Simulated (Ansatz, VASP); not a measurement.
Two plane-wave programs on PbO2

```
CELL_PARAMETERS angstrom
0.00000 5.95100 5.49700
4.94700 0.00000 5.49700
4.94700 5.95100 0.00000
ATOMIC_POSITIONS crystal
Pb 0.21543 0.03457 0.96543
Pb 0.71543 0.53457 0.46543
Pb 0.28457 0.46543 0.03457
Pb 0.78457 0.96543 0.53457
Pb 0.78457 0.96543 0.03457
Pb 0.28457 0.46543 0.53457
Pb 0.21543 0.03457 0.46543
Pb 0.71543 0.53457 0.96543
O 0.29127 0.14118 0.11965
O 0.79127 0.64118 0.61965
O 0.39118 0.54127 0.69789
O 0.89118 0.04127 0.19789
O 0.94789 0.61965 0.14118
O 0.44789 0.11965 0.64118
O 0.86965 0.19789 0.54127
O 0.36965 0.69789 0.04127
O 0.20873 0.35882 0.38035
O 0.70873 0.85882 0.88035
O 0.10882 0.95873 0.80211
O 0.60882 0.45873 0.30211
O 0.55211 0.88035 0.35882
O 0.05211 0.38035 0.85882
O 0.63035 0.30211 0.95873
O 0.13035 0.80211 0.45873
```

Alike in both runs: task electric field gradients; functional PBE; k mesh 4 × 4 × 4; occupations fermi-dirac, width 0.05 eV; no spin polarisation.

|  | VASP | Ansatz |
| --- | --- | --- |
| version | VASP 6.6.1 | Ansatz 0.2.0 |
| potentials or method | VASP PAW PBE potentials, release 64 (Pb_d, O) | plane-wave PAW, scalar-relativistic |
| plane-wave cutoff (eV) | 520 | 420 |
| valence electrons in the cell | 208 | 208 |

|  | VASP | Ansatz | Ansatz less VASP |
| --- | --- | --- | --- |
| rms of the force components (eV/Å) | 0.008 | 0.005 | -0.0038 |
| size of Vzz on the site where it differs most (V/Å²) | 114.8 | 113.4 | -1.44 |

Atom by atom the forces differ by 0.005 eV/Å (rms over components). The functional is the same, so the differences come from potentials, cutoffs and numerics.

Spin-orbit coupling is off throughout.
